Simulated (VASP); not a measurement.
# SnTe (zincblende type) (F-43m) in VASP: a series of runs

Runs on SnTe (zincblende type). Level: PBE. Tasks: relaxation of cell and atoms.

Program: VASP 6.6.1. These are calculated values, not measurements. Logs are shortened: lines on timing, memory, paths and dates and some standing lists are left out, and cuts for length are marked.

## Step 1: The cell of the first run

Symmetry: F-43m, No. 216, cubic system. Conventional cell: a = 6.374 Å, b = 6.374 Å, c = 6.374 Å, α = 90.00°, β = 90.00°, γ = 90.00°. Sn (site symmetry -43m) has 4 Te at 2.76 Å within 3.6 Å. Te (site symmetry -43m) has 4 Sn at 2.76 Å within 3.6 Å.

## Step 2: Relaxation of cell and atoms, PBE, target pressure 8.5 GPa, at which the enthalpy is minimised

Input file INCAR:

```
PREC     = Accurate       # precision mode
ENCUT    = 600            # plane-wave cutoff, eV
EDIFF    = 1E-7           # SCF threshold, eV
ISMEAR   = -1             # smearing method
SIGMA    = 0.1            # smearing width, eV
LREAL    = False          # projectors in reciprocal space
LASPH    = True           # aspherical terms in the spheres
NELM     = 60             # most SCF steps
ALGO     = Normal         # electronic algorithm
ISIF     = 3              # what is computed and relaxed
LWAVE    = False          # write WAVECAR
LCHARG   = False          # write CHGCAR
GGA      = PE             # functional
IBRION   = 2              # ionic algorithm
NSW      = 60             # ionic steps
EDIFFG   = -0.005         # ionic threshold
PSTRESS  = 85.0
```

Input file KPOINTS:

```
regular mesh
0
Gamma
  11 11 11
```

Input file POSCAR:

```
SnTe
1.0
    0.0000000000      3.1869898287      3.1869898287
    3.1869898287      0.0000000000      3.1869898287
    3.1869898287      3.1869898287      0.0000000000
Sn Te
1 1
Direct
    0.0000000000      0.0000000000      0.0000000000
    0.2500000000      0.2500000000      0.2500000000
```

Potentials or basis: VASP PAW PBE potentials, release 64 (Sn_d, Te).

Launch:

```bash
> cat potpaw_PBE.64/Sn_d/POTCAR potpaw_PBE.64/Te/POTCAR > POTCAR
> mpirun -np 1 vasp_std > vasp.out
```

OUTCAR:

```text
PREC = Accurate
   ENCUT = 600
   EDIFF = 1E-7
   ISMEAR = -1
   LREAL = False
   LASPH = True
   NELM = 60
   ISIF = 3
   GGA = PE
   IBRION = 2
   NSW = 60
   EDIFFG = -0.005
   PSTRESS = 85.0

 ion  position               nearest neighbor table
   1  0.000  0.000  0.000-   2 2.76   2 2.76   2 2.76   2 2.76
   2  0.250  0.250  0.250-   1 2.76   1 2.76   1 2.76   1 2.76

  LATTYP: Found a face centered cubic cell.
 ALAT       =     6.3739796574

  Lattice vectors:

 A1 = (   0.0000000000,   3.1869898287,   3.1869898287)
 A2 = (   3.1869898287,   0.0000000000,   3.1869898287)
 A3 = (   3.1869898287,   3.1869898287,   0.0000000000)

Analysis of symmetry for initial positions (statically):
=====================================================================
 Subroutine PRICEL returns:
 Original cell was already a primitive cell.

 Routine SETGRP: Setting up the symmetry group for a
 face centered cubic supercell.

 Subroutine GETGRP returns: Found 24 space group operations
 (whereof 24 operations were pure point group operations)
 out of a pool of 48 trial point group operations.

The static configuration has the point symmetry T_d .

Analysis of symmetry for dynamics (positions and initial velocities):
=====================================================================
 Subroutine PRICEL returns:
 Original cell was already a primitive cell.

 Routine SETGRP: Setting up the symmetry group for a
 face centered cubic supercell.

 Subroutine GETGRP returns: Found 24 space group operations
 (whereof 24 operations were pure point group operations)
 out of a pool of 48 trial point group operations.

The dynamic configuration has the point symmetry T_d .

 Subroutine INISYM returns: Found 24 space group operations
 (whereof 24 operations are pure point group operations),
 and found     1 'primitive' translations

----------------------------------------------------------------------------------------

                                     Primitive cell

  volume of cell :      64.7399

  direct lattice vectors                    reciprocal lattice vectors
     0.000000000  3.186989829  3.186989829    -0.156887856  0.156887856  0.156887856
     3.186989829  0.000000000  3.186989829     0.156887856 -0.156887856  0.156887856
     3.186989829  3.186989829  0.000000000     0.156887856  0.156887856 -0.156887856

  length of vectors
     4.507084239  4.507084239  4.507084239     0.271737737  0.271737737  0.271737737

  position of ions in fractional coordinates (direct lattice)
     0.000000000  0.000000000  0.000000000
     0.250000000  0.250000000  0.250000000

  ion indices of the primitive-cell ions
   primitive index   ion index
                 1           1
                 2           2

----------------------------------------------------------------------------------------

 KPOINTS: regular mesh

Automatic generation of k-mesh.
 Grid dimensions read from file:
 generate k-points for:   11   11   11

 Generating k-lattice:

  Cartesian coordinates                     Fractional coordinates (reciprocal lattice)
    -0.014262532  0.014262532  0.014262532     0.090909091  0.000000000  0.000000000
     0.014262532 -0.014262532  0.014262532     0.000000000  0.090909091  0.000000000
     0.014262532  0.014262532 -0.014262532     0.000000000  0.000000000  0.090909091

  Length of vectors
     0.024703431  0.024703431  0.024703431

  Shift w.r.t. Gamma in fractional coordinates (k-lattice)
     0.000000000  0.000000000  0.000000000

 Subroutine IBZKPT returns following result:
 ===========================================

 Found     56 irreducible k-points:

 Following reciprocal coordinates:
            Coordinates               Weight
  0.000000  0.000000  0.000000      1.000000
  0.090909  0.000000  0.000000      8.000000
  0.181818  0.000000  0.000000      8.000000
  0.272727  0.000000  0.000000      8.000000
  0.363636  0.000000  0.000000      8.000000
  0.454545  0.000000  0.000000      8.000000
[... 16 lines left out ...]
 -0.272727  0.181818  0.000000     24.000000
 -0.181818  0.181818  0.000000     12.000000
 [... further k-points ...]
   k-points           NKPTS =     56   k-points in BZ     NKDIM =     56   number of bands    NBANDS=     14
   number of dos      NEDOS =    301   number of ions     NIONS =      2
   total plane-waves  NPLWV =  46656
   dimension x,y,z NGX =    36 NGY =   36 NGZ =   36
   dimension x,y,z NGXF=    72 NGYF=   72 NGZF=   72
   ions per type =               1   1
   NGX,Y,Z   is equivalent  to a cutoff of  13.28, 13.28, 13.28 a.u.
   NGXF,Y,Z  is equivalent  to a cutoff of  26.56, 26.56, 26.56 a.u.
 SYSTEM =  unknown system
   PREC   = accura    normal or accurate (medium, high low for compatibility)
   ISTART =      0    job   : 0-new  1-cont  2-samecut
   ICHARG =      2    charge: 1-file 2-atom 10-const
   ISPIN  =      1    spin polarized calculation?
   LNONCOLLINEAR =      F non collinear calculations
   LSORBIT =      F    spin-orbit coupling
   LASPH  =      T    aspherical Exc in radial PAW
   ENCUT  =  600.0 eV  44.10 Ry    6.64 a.u.   9.00  9.00  9.00*2*pi/ulx,y,z
   NELM   =     60;   NELMIN=  2; NELMDL= -5     # of ELM steps
   EDIFF  = 0.1E-06   stopping-criterion for ELM
   LREAL  =      F    real-space projection
   EDIFFG = -.5E-02   stopping-criterion for IOM
   NSW    =     60    number of steps for IOM
   IBRION =      2    ionic relax: 0-MD 1-quasi-New 2-CG
   NFREE  =      1    steps in history (QN), initial steepest desc. (CG)
   ISIF   =      3    stress and relaxation
   ISYM   =      2    0-nonsym 1-usesym 2-fastsym
   POTIM  = 0.5000    time-step for ionic-motion
   TEBEG  =    0.0;   TEEND  =   0.0 temperature during run
   PSTRESS=   85.0 pullay stress
   NELECT =      20.0000    total number of electrons
   NUPDOWN=      -1.0000    fix difference up-down
   EMIN   =  10.00;   EMAX   =-10.00  energy-range for DOS
   EFERMI =   0.00;   METHOD = LEGACY
   ISMEAR =    -1;   SIGMA  =   0.10  broadening in eV -4-tet -1-fermi 0-gaus
   EFERMI_NEDOS =   21; number of points for ismear=-14 and -15
   IALGO  =     38    algorithm
   IMIX   =      4    mixing-type and parameters
     AMIX     =   0.40;   BMIX     =  1.00
     AMIX_MAG =   1.60;   BMIX_MAG =  1.00
  volume/ion in A,a.u.               =      32.37       218.44
  Fermi-wavevector in a.u.,A,eV,Ry     =   1.106694  2.091348 16.664024  1.224771
  Thomas-Fermi vector in A             =   2.243198
   LORBIT       =      0    0 simple, 1 ext, 2 COOP (PROOUT), +10 PAW based schemes
   GGA     = PE    functional components
   LHFCALC =     F    Hartree Fock is set to
   AEXX    =    0.0000 exact exchange contribution
   IVDW    =     0    specifies the selected vdW correction
   LEPSILON=     F    determine dielectric tensor
   LRPA    =     F    only Hartree local field effects (RPA)
 conjugate gradient relaxation of ions
 non-spin polarized calculation
  energy-cutoff  :      600.00
  volume of cell :       64.74
 maximum number of plane-waves:      2177
   NGX = 17   NGY = 17   NGZ = 17

--------------------------------------- Ionic step        1  -------------------------------------------

 number of electron      20.0000002 magnetization

 Free energy of the ion-electron system (eV)
  ---------------------------------------------------
  ext. energy  EPLUGINS =         0.00000000
  ---------------------------------------------------
  free energy    TOTEN  =        -5.89072005 eV

  energy without entropy =       -5.86495005  energy(sigma->0) =       -5.87783505

 E-fermi :   6.9529     XC(G=0):  -9.1212

 val. band max:        6.9483177301   @ k =   0.3636   0.2727   0.0000
 cond. band min:       7.0267875927   @ k =  -0.4545   0.3636   0.1818
 fundamental gap:      0.0784698626
 Fermi energy:         6.9529373219

 k-point     1 :       0.0000    0.0000    0.0000
  band No.  band energies     occupation
      1     -15.1566      2.00000
      2     -15.1566      2.00000
      3     -15.1566      2.00000
      4     -15.1035      2.00000
      5     -15.1035      2.00000
      6      -7.0094      2.00000
      7       3.1471      2.00000
      8       4.1150      2.00000
      9       4.1150      2.00000
     10       4.1150      2.00000
     11       7.6033      0.00299
     12       7.6033      0.00299
     13       7.6033      0.00299
     14      10.9564      0.00000
[... 496 lines left out ...]
  FREE ENERGIE OF THE ION-ELECTRON SYSTEM (eV)
  ---------------------------------------------------
  free  energy   TOTEN  =        -6.6365974442 eV

  energy  without entropy=       -6.6087281931  energy(sigma->0) =       -6.62266282

  enthalpy is  TOTEN    =        -2.6938658545 eV   P V=        3.9427315897

[... ionic steps 4 to 15 ...]

--------------------------------------- Ionic step       16  -------------------------------------------

 number of electron      20.0000005 magnetization

------------------------ aborting loop because EDIFF is reached ----------------------------------------

  FORCE on cell =-STRESS in cart. coord.  units (eV):
  Direction    XX          YY          ZZ          XY          YZ          ZX
  --------------------------------------------------------------------------------------
  -------------------------------------------------------------------------------------
  Total        3.9550528      3.9550528      3.9550528      0.0000000      0.0000000      0.0000000
  in kB       85.4621648     85.4621648     85.4621648      0.0000000      0.0000000      0.0000000
  external PRESSURE =       0.4621648 kB  Pullay stress =      85.0000000 kB
[... 61 lines left out ...]
  enthalpy is  TOTEN    =        -2.6938868298 eV   P V=        3.9349731812

--------------------------------------- Ionic step       18  -------------------------------------------

 number of electron      20.0000005 magnetization

 Free energy of the ion-electron system (eV)
  ---------------------------------------------------
  ext. energy  EPLUGINS =         0.00000000
  ---------------------------------------------------
  free energy    TOTEN  =        -6.63148140 eV

  energy without entropy =       -6.60358335  energy(sigma->0) =       -6.61753238

 E-fermi :   5.4462     XC(G=0):  -8.4854

 val. band max:        5.4371544641   @ k =   0.2727   0.2727   0.0000
 cond. band min:       5.5245146729   @ k =   0.3636   0.2727   0.0000
 fundamental gap:      0.0873602088
 Fermi energy:         5.4462029564

 k-point     1 :       0.0000    0.0000    0.0000
  band No.  band energies     occupation
      1     -16.4751      2.00000
      2     -16.4751      2.00000
      3     -16.4751      2.00000
      4     -16.4445      2.00000
      5     -16.4445      2.00000
      6      -7.5335      2.00000
      7       1.0348      2.00000
      8       2.9118      2.00000
      9       2.9118      2.00000
     10       2.9118      2.00000
     11       6.2364      0.00074
     12       6.2364      0.00074
     13       6.2364      0.00074
     14       9.4762      0.00000
[... 420 lines left out ...]
  FREE ENERGIE OF THE ION-ELECTRON SYSTEM (eV)
  ---------------------------------------------------
  free  energy   TOTEN  =        -6.6314813987 eV

  energy  without entropy=       -6.6035833514  energy(sigma->0) =       -6.61753238

  enthalpy is  TOTEN    =        -2.6938900552 eV   P V=        3.9375913435

 reached required accuracy - stopping structural energy minimisation
```

Run time: 3.8 min. Hardware: 1 thread of AMD EPYC 9R45 (Zen 5), shared host; peak memory 0.23 GiB.

Results:

- Free energy: -6.6315 eV
- Relaxed volume: 37.11 Å³/atom
- Relaxed cell: a = 4.717 Å, b = 4.717 Å, c = 4.717 Å, α = 60.00°, β = 60.00°, γ = 60.00°
- Space group after relaxing (to 0.1 Å): F-43m (No. 216)
- Energy change on relaxing (the run minimises the enthalpy): -370.4 meV/atom
- Ionic steps: 18
- Pressure after relaxing: 8.5 GPa
- Band gap on the k mesh: zero (bands 10 and 11 overlap by 0.59 eV)

Step by step:
| step | energy change (eV) | largest force (eV/Å) | pressure (GPa) | volume (Å³) |
| --- | --- | --- | --- | --- |
| 1 | 0.0000 | 0.0000 | 17.44 | 64.74 |
| 2 | -1.0673 | 0.0000 | 3.57 | 83.19 |
| 3 | -0.7459 | 0.0000 | 8.43 | 74.32 |
| 4 | -0.7353 | 0.0000 | 8.56 | 74.12 |
| 5 | -0.7353 | 0.0000 | 8.57 | 74.12 |
| 6 | -0.7355 | 0.0000 | 8.56 | 74.12 |
| 7 | -0.7355 | 0.0000 | 8.56 | 74.12 |
| 8 | -0.7355 | 0.0000 | 8.56 | 74.12 |
| 9 | -0.7355 | 0.0000 | 8.56 | 74.12 |
| 10 | -0.7355 | 0.0000 | 8.56 | 74.12 |
| 11 | -0.7356 | 0.0000 | 8.57 | 74.12 |
| 12 | -0.7356 | 0.0000 | 8.57 | 74.12 |
| 13 | -0.7357 | 0.0000 | 8.57 | 74.12 |
| 14 | -0.7358 | 0.0000 | 8.56 | 74.13 |
| 15 | -0.7362 | 0.0000 | 8.56 | 74.13 |
| 16 | -0.7368 | 0.0000 | 8.55 | 74.15 |
| 17 | -0.7381 | 0.0000 | 8.53 | 74.17 |
| 18 | -0.7408 | 0.0000 | 8.50 | 74.22 |

Final structure:
```
Sn Te
1.0
     0.00000    3.33552    3.33552
     3.33552    0.00000    3.33552
     3.33552    3.33552    0.00000
Sn Te
1 1
Direct
  0.00000 0.00000 0.00000
  0.25000 0.25000 0.25000
```

Levels at points of the mesh, in eV from the Fermi level:
```csv
k point,band 7,band 8,band 9,band 10,band 11,band 12,band 13,band 14
"(0.00, 0.00, 0.00)",-4.41,-2.53,-2.53,-2.53,0.79,0.79,0.79,4.03
```

Caveat: the cell is relaxed towards a set pressure, so the run minimises the enthalpy, not the energy; semilocal functionals underestimate gaps, so a narrow gap can read as zero; spin-orbit coupling is left out, which moves the levels of the heavy elements.

## Step 3: Relaxation of cell and atoms, PBE, target pressure 8.5 GPa, at which the enthalpy is minimised

This run uses another cell than the first one, of 37.12 Å³/atom.

Input file INCAR:

```
SYSTEM = SnTe
ALGO = Normal
EDIFF = 1E-7
EDIFFG = -0.005
ENCUT = 600
GGA = PE
IBRION = 2
ISIF = 3
ISMEAR = -1
LASPH = .TRUE.
LCHARG = .FALSE.
LREAL = .FALSE.
LWAVE = .FALSE.
NELM = 80
NSW = 32
PREC = Accurate
PSTRESS = 85.0
SIGMA = 0.1
```

Input file KPOINTS:

```
k-points
0
G
  11 11 11
  0 0 0
```

Input file POSCAR:

```
SnTe
1.0
    0.0000000000      3.3359189793      3.3359189793
    3.3359189793      0.0000000000      3.3359189793
    3.3359189793      3.3359189793      0.0000000000
Sn Te
1 1
Direct
    0.0000000000      0.0000000000      0.0000000000
    0.2500000000      0.2500000000      0.2500000000
```

Potentials or basis: VASP PAW PBE potentials, release 64 (Sn_d, Te).

Launch:

```bash
> cat potpaw_PBE.64/Sn_d/POTCAR potpaw_PBE.64/Te/POTCAR > POTCAR
> mpirun -np 1 vasp_std > vasp.out
```

OUTCAR:

```text
SYSTEM = SnTe
   EDIFF = 1E-7
   EDIFFG = -0.005
   ENCUT = 600
   GGA = PE
   IBRION = 2
   ISIF = 3
   ISMEAR = -1
   LASPH = .TRUE.
   LREAL = .FALSE.
   NELM = 80
   NSW = 32
   PREC = Accurate
   PSTRESS = 85.0

 ion  position               nearest neighbor table
   1  0.000  0.000  0.000-   2 2.89   2 2.89   2 2.89   2 2.89
   2  0.250  0.250  0.250-   1 2.89   1 2.89   1 2.89   1 2.89

  LATTYP: Found a face centered cubic cell.
 ALAT       =     6.6718379586

  Lattice vectors:

[... 597 lines left out ...]

  FORCE on cell =-STRESS in cart. coord.  units (eV):
  Direction    XX          YY          ZZ          XY          YZ          ZX
  --------------------------------------------------------------------------------------
  -------------------------------------------------------------------------------------
  Total        3.9336379      3.9336379      3.9336379      0.0000000      0.0000000      0.0000000
  in kB       84.8845167     84.8845167     84.8845167      0.0000000      0.0000000      0.0000000
  external PRESSURE =      -0.1154833 kB  Pullay stress =      85.0000000 kB

 VOLUME and BASIS-vectors are now :
 -----------------------------------------------------------------------------
  energy-cutoff  :      600.00
  volume of cell :       74.25
      direct lattice vectors                 reciprocal lattice vectors
     0.000000000  3.335918979  3.335918979    -0.149883736  0.149883736  0.149883736
     3.335918979  0.000000000  3.335918979     0.149883736 -0.149883736  0.149883736
     3.335918979  3.335918979  0.000000000     0.149883736  0.149883736 -0.149883736

 POSITION                                       TOTAL-FORCE (eV/Angst)
 -----------------------------------------------------------------------------------
      0.00000      0.00000      0.00000         0.000000     -0.000000     -0.000000
      1.66796      1.66796      1.66796        -0.000000      0.000000      0.000000
 -----------------------------------------------------------------------------------
    total drift:                                0.000000      0.000000      0.000000

  FREE ENERGIE OF THE ION-ELECTRON SYSTEM (eV)
  ---------------------------------------------------
  free  energy   TOTEN  =        -6.6339033017 eV

  energy  without entropy=       -6.6060139512  energy(sigma->0) =       -6.61995863

  enthalpy is  TOTEN    =        -2.6949138151 eV   P V=        3.9389894866

 reached required accuracy - stopping structural energy minimisation
```

OSZICAR:

```text
N       E                     dE             d eps       ncg     rms          rms(c)
DAV:   1     0.131732083109E+03    0.13173E+03   -0.10363E+04  1568   0.171E+03
DAV:   2     0.524078121529E+01   -0.12649E+03   -0.12450E+03  1652   0.375E+02
DAV:   3    -0.637357502955E+01   -0.11614E+02   -0.11503E+02  2060   0.104E+02
DAV:   4    -0.669341866986E+01   -0.31984E+00   -0.31967E+00  1750   0.188E+01
DAV:   5    -0.670626500025E+01   -0.12846E-01   -0.12846E-01  2482   0.349E+00    0.841E+00
DAV:   6    -0.664266939354E+01    0.63596E-01   -0.11924E-01  1930   0.208E+00    0.538E+00
DAV:   7    -0.663485771252E+01    0.78117E-02   -0.68616E-02  1760   0.122E+00    0.466E-01
DAV:   8    -0.663361759586E+01    0.12401E-02   -0.93454E-03  1746   0.641E-01    0.311E-01
DAV:   9    -0.663388403182E+01   -0.26644E-03   -0.82764E-04  1784   0.192E-01    0.208E-01
DAV:  10    -0.663388624845E+01   -0.22166E-05   -0.30906E-05  2328   0.415E-02    0.682E-02
DAV:  11    -0.663390324990E+01   -0.17001E-04   -0.52999E-05  1682   0.316E-02    0.748E-02
DAV:  12    -0.663390229801E+01    0.95189E-06   -0.45364E-06  2006   0.110E-02    0.272E-02
DAV:  13    -0.663390296655E+01   -0.66854E-06   -0.20240E-06  1844   0.796E-03    0.232E-03
DAV:  14    -0.663390336875E+01   -0.40220E-06   -0.13898E-07  1538   0.234E-03    0.424E-03
DAV:  15    -0.663390330167E+01    0.67079E-07   -0.13099E-08   928   0.142E-03
   1 F= -.26949138E+01 E0= -.26809691E+01  d E =-.269491E+01
```

Run time: 45 s. Hardware: 1 thread of AMD EPYC 9R45 (Zen 5), shared host; peak memory 0.25 GiB.

What came out:

| Property | Result |
| --- | --- |
| Free energy | -6.6339 eV |
| Pressure after relaxing | 8.5 GPa |
| Band gap on the k mesh | zero (bands 10 and 11 overlap by 0.58 eV) |

Final structure:
```xyz
2
Lattice="0.0000 3.3359 3.3359 3.3359 0.0000 3.3359 3.3359 3.3359 0.0000" Properties=species:S:1:pos:R:3 pbc="T T T"
Sn    0.0000    0.0000    0.0000
Te    1.6680    1.6680    1.6680
```

Caveat: the relaxation stopped at its first step, so nothing moved; the cell is relaxed towards a set pressure, so the run minimises the enthalpy, not the energy; semilocal functionals underestimate gaps, so a narrow gap can read as zero; spin-orbit coupling is left out, which moves the levels of the heavy elements.
